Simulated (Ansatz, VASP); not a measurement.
# Two plane-wave programs on Ga2O3

```xyz
10
Lattice="2.4926 1.4391 4.4796 -2.4927 1.4392 4.4796 0.0001 -2.8774 4.4793" Properties=species:S:1:pos:R:3 pbc="T T T"
Ga   -0.0003    0.0005    4.7759
Ga   -0.0001   -0.0001    1.9424
Ga   -0.0001    0.0007    8.6616
Ga    0.0002    0.0004   11.4952
O    -0.9788    1.4399    7.8398
O    -0.7565   -1.5671    7.8393
O     1.7361    0.1288    7.8392
O     0.9791   -1.4385    5.5992
O     0.7563    1.5677    5.5998
O    -1.7356   -0.1281    5.6001
```

Change from the starting cell: all O atoms moved 0.2 Å in one direction; relaxed back.

Alike in both runs: functional r2SCAN; k mesh 6 × 6 × 6; occupations gaussian, width 0.05 eV; no spin polarisation.

Ansatz relaxed the structure, and its values are those at the end. VASP's run is a single point on that final structure, the one shown.

|  | VASP | Ansatz |
| --- | --- | --- |
| version | VASP 6.6.1 | Ansatz 0.2.0 |
| potentials or method | VASP PAW PBE potentials, release 64 (Ga_d, O), cutoff 520 eV | scalar-relativistic, plane waves, PAW |
| valence electrons in the cell | 88 | 88 |

|  | VASP | Ansatz | Ansatz less VASP |
| --- | --- | --- | --- |
| gap on the k mesh at the Fermi level (eV) | 3.55 | 3.55 | +0.007 |
| least direct gap on the mesh (eV) | 3.81 | 3.81 | +0.002 |
| pressure (GPa) | 2.0 | 0.0 | -1.94 |
| rms of the force components (eV/Å) | 0.020 | 0.003 | -0.0167 |

VASP's potentials were made for PBE, not for r2SCAN.
